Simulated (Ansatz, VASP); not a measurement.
## One calculation of Ni, two programs

```xyz
1
Lattice="0.0000 1.6774 1.6774 1.6774 0.0000 1.6774 1.6774 1.6774 0.0000" Properties=species:S:1:pos:R:3 pbc="T T T"
Ni    0.0000    0.0000    0.0000
```

Change from the starting cell: volume scaled by 0.94, PAW files.

Alike in both runs: task single point; functional LDA; k mesh 18 × 18 × 18; occupations fermi-dirac, width 0.08 eV; collinear spin.

|  | VASP | Ansatz |
| --- | --- | --- |
| version | VASP 6.6.1 | Ansatz 0.2.0 |
| potentials or method | VASP PAW LDA potentials, release 64 (Ni) | PAW with Ansatz's default frozen-core files, scalar-relativistic |
| plane-wave cutoff (eV) | 520 | 420 |
| valence electrons in the cell | 10 | 18 |

Ansatz gave:

```
pressure (GPa)                                                : 18.3
net moment per atom (μB)                                      : 0.58
size of the moment on the site where the two differ most (μB) : 0.61
```

Q: Estimate VASP's values.

A: Pressure (GPa): 17.9; net moment per atom (μB): 0.57; size of the moment on the site where the two differ most (μB): 0.56.

LDA's correlation is that of Perdew and Zunger in VASP and of Perdew and Wang (1992) in Ansatz. Site moments also hang on the region over which each program counts them. VASP's potentials hold 10 valence electrons a cell and Ansatz's 18, so a difference there can come from the potentials and not from the codes.
